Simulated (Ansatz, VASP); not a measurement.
Two plane-wave programs on Fe

The input INCAR:

```
SYSTEM = Fe
PREC = Accurate
ENCUT = 520
EDIFF = 1E-6
ISMEAR = 0
SIGMA = 0.05
LREAL = .False.
LASPH = .True.
NELM = 150
ALGO = Normal
ISIF = 2
LWAVE = .False.
LCHARG = .True.
ISPIN = 2
MAGMOM = 2.46
LORBIT = 11
LMAXMIX = 4
GGA = PE
LELF = .True.
LVHAR = .True.
NBANDS = 14
```

KPOINTS

```
regular mesh
0
Gamma
  22 22 22
  0 0 0
```

Contents of POSCAR:

```
Fe
1.0
   -1.4342216364      1.4342216364      1.4342216364
    1.4342216364     -1.4342216364      1.4342216364
    1.4342216364      1.4342216364     -1.4342216364
Fe
1
Direct
    0.0000000000      0.0000000000      0.0000000000
```

Input for Ansatz:

```yaml
crystal:
  lattice:
    - [-1.4342216364, 1.4342216364, 1.4342216364]
    - [1.4342216364, -1.4342216364, 1.4342216364]
    - [1.4342216364, 1.4342216364, -1.4342216364]
  atoms:
    - { symbol: Fe, position: [0.0, 0.0, 0.0], spin: 2.46 }
basis:
  ecutwfc: 420
  ecutrho_ratio: 4
kpoints:
  mp_grid: { grid: [22, 22, 22] }
hamiltonian:
  xc: pbe
scf:
  occupations: { method: gaussian, width: 0.05 }
output:
  forces: true
  stress: true
  eigenvalues: true
  populations: true
magnetization:
  spin_polarized: true
```

Alike in both runs: task single point; functional PBE; k mesh 22 × 22 × 22; occupations gaussian, width 0.05 eV; collinear spin.

```csv
,VASP,Ansatz
version,VASP 6.6.1,Ansatz 0.2.0
potentials or method,"VASP PAW PBE potentials, release 64 (Fe), cutoff 520 eV","scalar-relativistic, plane waves, PAW"
valence electrons in the cell,8,16
```

|  | VASP | Ansatz | Ansatz less VASP |
| --- | --- | --- | --- |
| gap on the k mesh at the Fermi level (eV) | none | none | - |
| pressure (GPa) | -7.2 | -7.1 | +0.09 |
| net moment per atom (μB) | 2.25 | 2.22 | -0.028 |
| size of the moment on the site where the two differ most (μB) | 2.25 | 2.27 | +0.022 |

Site moments also hang on the region over which each program counts them. A gap of «none» marks a metal or a gap that the smearing closes. VASP's potentials hold 8 valence electrons a cell and Ansatz's 16, so a difference there can come from the potentials and not from the codes.
